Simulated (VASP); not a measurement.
# H3CCl in VASP: single point with PBE+D3(BJ)

Aim: the single point of H3CCl with PBE+D3(BJ).

Program: VASP 6.6.1. These are calculated values, not measurements. Logs are shortened: lines on timing, memory, paths and dates and some standing lists are left out, and cuts for length are marked.

## 1. The cell of the first run

The cell holds a disordered packing, 30 atoms: a = 8.203 Å, b = 8.203 Å, c = 8.203 Å, α = 90.00°, β = 90.00°, γ = 90.00°.

## 2. Single point, PBE+D3(BJ)

INCAR reads:

```
ALGO = Normal ; EDIFF = 1E-6
ENCUT = 1000 ; GGA = PE
GGA_COMPAT = F ; ISIF = 2
ISMEAR = -1 ; IVDW = 12
LASPH = T ; LCHARG = F
LREAL = Auto ; LWAVE = F
NBANDS = 63 ; NELM = 120
PREC = Accurate ; SIGMA = 0.05
```

KPOINTS reads:

```
k-points
0
Gamma
  1 1 1
```

POSCAR reads:

```
H3CCl
1.0
    8.2031320000      0.0000000000      0.0000000000
    0.0000000000      8.2031320000      0.0000000000
    0.0000000000      0.0000000000      8.2031320000
C Cl H
6 6 18
Direct
    0.0718994522      0.5381940714      0.3725334842
    0.7245381388      0.7483441199      0.4086878199
    0.4910991415      0.0923728544      0.7096254008
    0.4565492022      0.6898602479      0.9103606679
    0.7392662805      0.3053657625      0.1986972493
    0.9600307515      0.1092399485      0.7501857129
    0.0655974941      0.5403860435      0.5896218833
    0.8534682616      0.9100473045      0.3383916895
    0.4899075905      0.0927893854      0.9269472055
    0.4367979607      0.4925794915      0.8214282992
    0.5954424668      0.2574593997      0.3550546437
    1.0643993138     -0.0490339767      0.8562535894
    0.0732518591      0.6640610811      0.3287031096
    0.1801397766      0.4725478643      0.3318621670
   -0.0368202444      0.4757252019      0.3286473656
    0.7936802292      0.6356502593      0.3955354835
    0.6943973529      0.7671568236      0.5369920860
    0.6142641876      0.7442246566      0.3340676835
    0.4890371709      0.2187296033      0.6682767045
    0.6023615125      0.0331664575      0.6668778128
    0.3832776844      0.0273354332      0.6658836173
    0.3493187135      0.7146061839      0.9852326669
    0.5668512269      0.6917450678      0.9849074459
    0.4654019537      0.7803894382      0.8133532965
    0.8540483794      0.2409471618      0.2217798412
    0.6885176468      0.2689184222      0.0812121787
    0.7580000615      0.4371882378      0.2013234690
    1.0461803518      0.2067911530      0.7222432217
    0.9100726888      0.0587068972      0.6375649725
    0.8621338945      0.1552135047      0.8279181321
```

Potentials or basis: VASP PAW PBE potentials, release 64 (C_h, Cl, H_h).

Run with:

```
cat potpaw_PBE.64/C_h/POTCAR potpaw_PBE.64/Cl/POTCAR potpaw_PBE.64/H_h/POTCAR > POTCAR
mpirun -np 1 vasp_gam > vasp.out
```

OUTCAR:

```text
EDIFF = 1E-6
   ENCUT = 1000
   GGA = PE
   ISIF = 2
   ISMEAR = -1
   IVDW = 12
   LASPH = T
   LREAL = Auto
   NELM = 120
   PREC = Accurate
 IVDW          = 12

 ion  position               nearest neighbor table
   1  0.072  0.538  0.373-  15 1.09  14 1.09  13 1.09   7 1.78
   2  0.725  0.748  0.409-  16 1.09  17 1.09  18 1.09   8 1.79
   3  0.491  0.092  0.710-  19 1.09  20 1.09  21 1.09   9 1.78
   4  0.457  0.690  0.910-  24 1.09  22 1.09  23 1.09  10 1.78
   5  0.739  0.305  0.199-  26 1.09  27 1.09  25 1.10  11 1.79
   6  0.960  0.109  0.750-  28 1.09  29 1.09  30 1.09  12 1.78
   7  0.066  0.540  0.590-   1 1.78
   8  0.853  0.910  0.338-   2 1.79
   9  0.490  0.093  0.927-   3 1.78
  10  0.437  0.493  0.821-   4 1.78
  11  0.595  0.257  0.355-   5 1.79
  12  0.064  0.951  0.856-   6 1.78
[... 16 lines left out ...]
  29  0.910  0.059  0.638-   6 1.09
  30  0.862  0.155  0.828-   6 1.09

  LATTYP: Found a simple cubic cell.
 ALAT       =     8.2031320000

  Lattice vectors:

 A1 = (   8.2031320000,   0.0000000000,   0.0000000000)
 A2 = (   0.0000000000,   8.2031320000,   0.0000000000)
 A3 = (   0.0000000000,   0.0000000000,   8.2031320000)

Analysis of symmetry for initial positions (statically):
=====================================================================
 Subroutine PRICEL returns:
 Original cell was already a primitive cell.

 Routine SETGRP: Setting up the symmetry group for a
 simple cubic supercell.

 Subroutine GETGRP returns: Found  1 space group operations
 (whereof  1 operations were pure point group operations)
 out of a pool of 48 trial point group operations.

The static configuration has the point symmetry C_1 .

Analysis of symmetry for dynamics (positions and initial velocities):
=====================================================================
 Subroutine PRICEL returns:
 Original cell was already a primitive cell.

 Routine SETGRP: Setting up the symmetry group for a
 simple cubic supercell.

 Subroutine GETGRP returns: Found  1 space group operations
 (whereof  1 operations were pure point group operations)
 out of a pool of 48 trial point group operations.

The dynamic configuration has the point symmetry C_1 .

 Subroutine INISYM returns: Found  1 space group operations
 (whereof  1 operations are pure point group operations),
 and found     1 'primitive' translations

----------------------------------------------------------------------------------------

                                     Primitive cell

  volume of cell :     552.0000

  direct lattice vectors                    reciprocal lattice vectors
     8.203132000  0.000000000  0.000000000     0.121904658  0.000000000  0.000000000
     0.000000000  8.203132000  0.000000000     0.000000000  0.121904658  0.000000000
     0.000000000  0.000000000  8.203132000     0.000000000  0.000000000  0.121904658

  length of vectors
     8.203132000  8.203132000  8.203132000     0.121904658  0.121904658  0.121904658

  position of ions in fractional coordinates (direct lattice)
     0.071899452  0.538194071  0.372533484
     0.724538139  0.748344120  0.408687820
     0.491099142  0.092372854  0.709625401
     0.456549202  0.689860248  0.910360668
     0.739266280  0.305365763  0.198697249
     0.960030751  0.109239948  0.750185713
[... 22 lines left out ...]
     0.910072689  0.058706897  0.637564973
     0.862133894  0.155213505  0.827918132

  ion indices of the primitive-cell ions
   primitive index   ion index
                 1           1
                 2           2
                 3           3
                 4           4
                 5           5
                 6           6
[... 22 lines left out ...]
                29          29
                30          30

----------------------------------------------------------------------------------------

 KPOINTS: k-points

Automatic generation of k-mesh.
 Grid dimensions read from file:
 generate k-points for:    1    1    1

 Generating k-lattice:

  Cartesian coordinates                     Fractional coordinates (reciprocal lattice)
     0.121904658  0.000000000  0.000000000     1.000000000  0.000000000  0.000000000
     0.000000000  0.121904658  0.000000000     0.000000000  1.000000000  0.000000000
     0.000000000  0.000000000  0.121904658     0.000000000  0.000000000  1.000000000

  Length of vectors
     0.121904658  0.121904658  0.121904658

  Shift w.r.t. Gamma in fractional coordinates (k-lattice)
     0.000000000  0.000000000  0.000000000

 Subroutine IBZKPT returns following result:
 ===========================================

 Found      1 irreducible k-points:

 Following reciprocal coordinates:
            Coordinates               Weight
  0.000000  0.000000  0.000000      1.000000
   k-points           NKPTS =      1   k-points in BZ     NKDIM =      1   number of bands    NBANDS=     63
   number of dos      NEDOS =    301   number of ions     NIONS =     30
   total plane-waves  NPLWV = 729000
   dimension x,y,z NGX =    90 NGY =   90 NGZ =   90
   dimension x,y,z NGXF=   180 NGYF=  180 NGZF=  180
   ions per type =               6   6  18
   NGX,Y,Z   is equivalent  to a cutoff of  18.24, 18.24, 18.24 a.u.
   NGXF,Y,Z  is equivalent  to a cutoff of  36.48, 36.48, 36.48 a.u.
 SYSTEM =  unknown system
   PREC   = accura    normal or accurate (medium, high low for compatibility)
   ISTART =      0    job   : 0-new  1-cont  2-samecut
   ICHARG =      2    charge: 1-file 2-atom 10-const
   ISPIN  =      1    spin polarized calculation?
   LNONCOLLINEAR =      F non collinear calculations
   LSORBIT =      F    spin-orbit coupling
   LASPH  =      T    aspherical Exc in radial PAW
   ENCUT  = 1000.0 eV  73.50 Ry    8.57 a.u.  21.15 21.15 21.15*2*pi/ulx,y,z
   NELM   =    120;   NELMIN=  2; NELMDL= -5     # of ELM steps
   EDIFF  = 0.1E-05   stopping-criterion for ELM
   LREAL  =      T    real-space projection
   EDIFFG = 0.1E-04   stopping-criterion for IOM
   NSW    =      0    number of steps for IOM
   IBRION =     -1    ionic relax: 0-MD 1-quasi-New 2-CG
   NFREE  =      0    steps in history (QN), initial steepest desc. (CG)
   ISIF   =      2    stress and relaxation
   ISYM   =      2    0-nonsym 1-usesym 2-fastsym
   POTIM  = 0.5000    time-step for ionic-motion
   TEBEG  =    0.0;   TEEND  =   0.0 temperature during run
   PSTRESS=    0.0 pullay stress
   NELECT =      84.0000    total number of electrons
   NUPDOWN=      -1.0000    fix difference up-down
   EMIN   =  10.00;   EMAX   =-10.00  energy-range for DOS
   EFERMI =   0.00;   METHOD = LEGACY
   ISMEAR =    -1;   SIGMA  =   0.05  broadening in eV -4-tet -1-fermi 0-gaus
   EFERMI_NEDOS =   21; number of points for ismear=-14 and -15
   IALGO  =     38    algorithm
   IMIX   =      4    mixing-type and parameters
     AMIX     =   0.40;   BMIX     =  1.00
     AMIX_MAG =   1.60;   BMIX_MAG =  1.00
  volume/ion in A,a.u.               =      18.40       124.17
  Fermi-wavevector in a.u.,A,eV,Ry     =   0.874020  1.651659 10.393649  0.763912
  Thomas-Fermi vector in A             =   1.993493
   LORBIT       =      0    0 simple, 1 ext, 2 COOP (PROOUT), +10 PAW based schemes
   GGA     = PE    functional components
   LHFCALC =     F    Hartree Fock is set to
   AEXX    =    0.0000 exact exchange contribution
   IVDW    =    12    specifies the selected vdW correction
   LEPSILON=     F    determine dielectric tensor
   LRPA    =     F    only Hartree local field effects (RPA)
 non-spin polarized calculation
  energy-cutoff  :     1000.00
  volume of cell :      552.00
 maximum number of plane-waves:     19804
 NGX is ok and might be reduce to    90
   NGX = 43   NGY = 43   NGZ = 43

 number of electron      84.0000000 magnetization

 Free energy of the ion-electron system (eV)
  ---------------------------------------------------
  ext. energy  EPLUGINS =         0.00000000
  ---------------------------------------------------
  free energy    TOTEN  =      -134.63114770 eV

  energy without entropy =     -134.63114770  energy(sigma->0) =     -134.63114770

 E-fermi :  -2.1311     XC(G=0):  -5.8137

 val. band max:       -3.3803714121   @ k =   0.0000   0.0000   0.0000
 cond. band min:       2.0237074028   @ k =   0.0000   0.0000   0.0000
 fundamental gap:      5.4040788150
 Fermi energy:        -2.1310910132

 k-point     1 :       0.0000    0.0000    0.0000
  band No.  band energies     occupation
      1     -18.2333      2.00000
      2     -18.1235      2.00000
      3     -18.0308      2.00000
      4     -17.9851      2.00000
      5     -17.8547      2.00000
      6     -17.8103      2.00000
[... 46 lines left out ...]
     53       4.4693      0.00000
     54       4.5107      0.00000
 [bands above 54 left out]

------------------------ aborting loop because EDIFF is reached ----------------------------------------

 Edisp (eV)   -1.31734

 E8    (eV) :    -0.3489

  FORCE on cell =-STRESS in cart. coord.  units (eV):
  Direction    XX          YY          ZZ          XY          YZ          ZX
  --------------------------------------------------------------------------------------
  -------------------------------------------------------------------------------------
  Total       0.72822     1.27174     0.06462    -0.39115     0.47106     0.78836
  in kB       2.11365     3.69121     0.18756    -1.13530     1.36724     2.28822
  external pressure =        2.00 kB  Pullay stress =        0.00 kB

 VOLUME and BASIS-vectors are now :
 -----------------------------------------------------------------------------
  energy-cutoff  :     1000.00
  volume of cell :      552.00
      direct lattice vectors                 reciprocal lattice vectors
     8.203132000  0.000000000  0.000000000     0.121904658  0.000000000  0.000000000
     0.000000000  8.203132000  0.000000000     0.000000000  0.121904658  0.000000000
     0.000000000  0.000000000  8.203132000     0.000000000  0.000000000  0.121904658

 POSITION                                       TOTAL-FORCE (eV/Angst)
 -----------------------------------------------------------------------------------
      0.58980      4.41488      3.05594         0.102812     -0.015988     -0.028696
      5.94348      6.13877      3.35252         0.032989      0.033671     -0.075671
      4.02855      0.75775      5.82115        -0.032158     -0.015536     -0.017450
      3.74513      5.65901      7.46781         0.038247      0.036286      0.019935
      6.06430      2.50496      1.62994         0.007333      0.045725      0.011533
      7.87526      0.89611      6.15387        -0.024217      0.041844     -0.014186
[... 22 lines left out ...]
      7.46545      0.48158      5.23003         0.002239     -0.024568     -0.066245
      7.07220      1.27324      6.79152        -0.055878      0.000756      0.049739
 -----------------------------------------------------------------------------------
    total drift:                                0.012893     -0.007305      0.001542

  FREE ENERGIE OF THE ION-ELECTRON SYSTEM (eV)
  ---------------------------------------------------
  free  energy   TOTEN  =      -135.9484886544 eV

  energy  without entropy=     -135.9484886544  energy(sigma->0) =     -135.94848865
```

Run time: 1.8 min. Hardware: 1 thread of AMD EPYC 9R45 (Zen 5), shared host; peak memory 1.2 GiB.

Results:

| Item | Value |
| --- | --- |
| Free energy | -135.9485 eV |
| Pressure | 0.2 GPa |
| Largest force | 0.183 eV/Å |
| Dispersion energy per atom | -0.044 eV |

Forces in eV/Å, atoms in the order of the input:
```
C    0.103 -0.016 -0.029
C    0.033  0.034 -0.076
C   -0.032 -0.016 -0.017
C    0.038  0.036  0.020
C    0.007  0.046  0.012
C   -0.024  0.042 -0.014
Cl   0.020  0.003  0.011
Cl  -0.124 -0.132  0.024
Cl  -0.040 -0.054 -0.031
Cl   0.075 -0.023  0.105
Cl   0.039  0.053 -0.132
Cl   0.014 -0.050  0.017
H    0.041  0.016  0.007
H    0.142 -0.044  0.033
H    0.072 -0.063 -0.021
H   -0.135 -0.026  0.072
H    0.015  0.069  0.022
H   -0.018  0.115 -0.023
H    0.013  0.014 -0.026
H    0.043 -0.019  0.008
H   -0.075 -0.033  0.058
H   -0.048  0.000  0.020
H    0.049  0.024  0.017
H   -0.014 -0.011 -0.040
H   -0.108 -0.022  0.073
H   -0.057 -0.016 -0.023
H   -0.004  0.047 -0.068
H    0.030  0.049  0.017
H    0.002 -0.025 -0.066
H   -0.056  0.001  0.050
```

Caveat: the k points lie up to 0.77 Å⁻¹ apart.
